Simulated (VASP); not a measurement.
Crystal: K.

```
K
1.0
     7.32065    0.00000    0.00000
     0.00000    7.32065    0.00000
     0.00000    0.00000    6.93989
K
4
Direct
  0.33333 0.33333 0.50000
  0.33333 0.66667 0.00000
  0.66667 0.33333 0.00000
  0.66667 0.66667 0.50000
```

The cell was built from a structure type or drawn by symmetry, and may not be a known phase.

```yaml
Program: VASP 6.6.1
Task: relaxation of cell and atoms
Functional: PBE
Potentials_or_basis: VASP PAW PBE potentials, release 64 (K_sv)
Cutoff: 600 eV
k_mesh: 4 × 4 × 4
Occupations: gaussian, width 0.1 eV
Spin: no spin polarisation
```

At the start: pressure 0.5 GPa; volume 92.98 Å³/atom.

Q: How do energy, volume and symmetry change on relaxing?

A: Over 20 steps the energy falls by 277.2 meV/atom and the volume is 74.09 Å³/atom (-20.3 %); space group P4_2/mcm (No. 132, to 0.1 Å) before and after.

Step by step:
| step | energy change (eV) | largest force (eV/Å) | pressure (GPa) | volume (Å³) |
| --- | --- | --- | --- | --- |
| 1 | 0.0000 | 0.7882 | 0.52 | 371.92 |
| 2 | -0.1514 | 0.6448 | 0.30 | 388.42 |
| 3 | -0.3805 | 0.3148 | -0.17 | 440.84 |
| 4 | -0.3947 | 0.2530 | -0.26 | 455.19 |
| 5 | -0.3962 | 0.2345 | -0.28 | 460.14 |
| 6 | -0.4592 | 0.2396 | -0.28 | 443.33 |
| 7 | -0.6417 | 0.2555 | -0.24 | 395.29 |
| 8 | -0.9271 | 0.2825 | 0.06 | 309.57 |
| 9 | 0.1315 | 0.2244 | 4.93 | 175.88 |
| 10 | -0.8972 | 0.3395 | 0.37 | 289.20 |
| 11 | -0.9015 | 0.3146 | 0.81 | 258.59 |
| 12 | -0.9416 | 0.2577 | 0.78 | 256.36 |
| 13 | -0.9981 | 0.0772 | 0.84 | 249.69 |
| 14 | -1.0511 | 0.0662 | 0.54 | 261.84 |
| 15 | -1.0970 | 0.0538 | 0.20 | 281.45 |
| 16 | -1.0834 | 0.0335 | -0.26 | 323.57 |
| 17 | -1.1066 | 0.0449 | -0.02 | 298.01 |
| 18 | -1.1066 | 0.0455 | 0.00 | 296.76 |
| 19 | -1.1073 | 0.0458 | 0.00 | 296.66 |
| 20 | -1.1090 | 0.0381 | 0.00 | 296.36 |

Final structure:
```
K
1.0
     7.11220    0.00000    0.00000
     0.00000    7.11220    0.00000
     0.00000    0.00000    5.85893
K
4
Direct
  0.25419 0.25419 0.50000
  0.25419 0.74581 0.00000
  0.74581 0.25419 0.00000
  0.74581 0.74581 0.50000
```

Caveat: the volume moved by over 15 % at a fixed basis, so the end points are rough.
